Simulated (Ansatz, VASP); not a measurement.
**GaSb in VASP and in Ansatz**

File INCAR:

```
PREC = Accurate
ENCUT = 520
EDIFF = 1E-7
ISMEAR = 0
SIGMA = 0.15
LREAL = False
LASPH = True
NELM = 80
ALGO = Normal
ISIF = 2
LWAVE = False
LCHARG = True
GGA = PE
LELF = True
LVHAR = True
NBANDS = 16
```

The input KPOINTS:

```
Automatic mesh
0
Gamma
  14 14 14
```

File POSCAR:

```
GaSb
1.0
    0.0000000000      3.4040068003      3.1416767885
    3.1416767885      0.0000000000      3.1416767885
    3.1416767885      3.4040068003      0.0000000000
Ga Sb
1 1
Direct
    0.0000000000      0.0000000000      0.0000000000
    0.7500000000      0.7500000000      0.7500000000
```

Input for Ansatz:

```yaml
crystal:
  lattice:
    - [0.0, 3.4040068003, 3.1416767885]
    - [3.1416767885, 0.0, 3.1416767885]
    - [3.1416767885, 3.4040068003, 0.0]
  atoms:
    - { symbol: Ga, position: [0.0, 0.0, 0.0] }
    - { symbol: Sb, position: [0.75, 0.75, 0.75] }
basis:
  ecutwfc: 420
kpoints:
  mp_grid: { grid: [14, 14, 14] }
hamiltonian:
  xc: pbe
  pseudopotentials: { kind: paw, azcp: { folder: soft_1 } }
scf:
  occupations: { method: gaussian, width: 0.15 }
output:
  forces: true
  stress: true
  eigenvalues: true
```

Alike in both runs: task single point; functional PBE; k mesh 14 × 14 × 14; occupations gaussian, width 0.15 eV; no spin polarisation.

```csv
,VASP,Ansatz
version,VASP 6.6.1,Ansatz 0.2.0
potentials or method,"VASP PAW PBE potentials, release 64 (Ga_d, Sb), cutoff 520 eV","scalar-relativistic, plane waves, PAW"
valence electrons in the cell,18,28
```

|  | VASP | Ansatz | Ansatz less VASP |
| --- | --- | --- | --- |
| gap on the k mesh at the Fermi level (eV) | none | none | - |
| pressure (GPa) | -3.8 | -3.8 | -0.04 |
| traceless stress, the component that is largest in VASP (GPa) | -2.21 | -2.22 | -0.004 |

A gap of «none» marks a metal or a gap that the smearing closes. With one functional, cell and mesh, what is left measures potentials, basis and numerics. VASP's potentials hold 18 valence electrons a cell and Ansatz's 28, so a difference there can come from the potentials and not from the codes.

Spin-orbit coupling is off throughout.
